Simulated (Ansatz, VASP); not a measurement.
# Te: VASP beside Ansatz

```xyz
3
Lattice="4.5303 0.0000 0.0000 -2.2651 3.9233 0.0000 0.0000 0.0000 5.9374" Properties=species:S:1:pos:R:3 pbc="T T T"
Te   -1.0492    3.9233    1.9791
Te   -0.6080    1.0530    3.9583
Te    1.6572    2.8703    0.0000
```

Alike in both runs: functional PBE; k mesh 5 × 5 × 3; occupations fermi-dirac, width 0.05 eV; no spin polarisation.

Ansatz relaxed the structure, and its values are those at the end. VASP's run is a single point on that final structure, the one shown.

|  | VASP | Ansatz |
| --- | --- | --- |
| version | VASP 6.6.1 | Ansatz 0.2.0 |
| potentials or method | VASP PAW PBE potentials, release 64 (Te), cutoff 520 eV | plane waves (420 eV) with PAW, scalar-relativistic |
| valence electrons in the cell | 18 | 48 |

|  | VASP | Ansatz | Ansatz less VASP |
| --- | --- | --- | --- |
| pressure (GPa) | 0.0 | 0.0 | 0.00 |
| rms of the force components (eV/Å) | 0.004 | 0.001 | -0.0035 |

VASP's potentials hold 18 valence electrons a cell and Ansatz's 48, so a difference there can come from the potentials and not from the codes.

Neither program's run includes spin-orbit coupling.
